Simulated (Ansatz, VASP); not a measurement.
# Two plane-wave programs on Ni

```xyz
3
Lattice="0.0000 1.7322 -1.7322 -1.7322 0.0000 1.7322 3.4645 3.4645 3.4645" Properties=species:S:1:pos:R:3 pbc="T T T"
Ni    0.0000    0.0000    0.0000
Ni    0.0000    1.7322    1.7322
Ni    1.7322    3.4645    1.7322
```

Alike in both runs: task single point; functional PBEsol; k mesh 15 × 15 × 6; occupations fermi-dirac, width 0.1 eV; collinear spin.

|  | VASP | Ansatz |
| --- | --- | --- |
| version | VASP 6.6.1 | Ansatz 0.2.0 |
| potentials or method | VASP PAW PBE potentials, release 64 (Ni) | PAW with Ansatz's default frozen-core files, scalar-relativistic |
| plane-wave cutoff (eV) | 520 | 420 |
| valence electrons in the cell | 30 | 54 |

```tsv
	VASP	Ansatz	Ansatz less VASP
pressure (GPa)	0.0	0.1	+0.11
traceless stress, the component that is largest in VASP (GPa)	-0.05	-0.05	+0.004
net moment per atom (μB)	0.61	0.62	+0.012
size of the moment on the site where the two differ most (μB)	0.61	0.65	+0.040
```

VASP's potentials were made for PBE, not for PBEsol. Site moments also hang on the region over which each program counts them. VASP's potentials hold 30 valence electrons a cell and Ansatz's 54, so a difference there can come from the potentials and not from the codes.
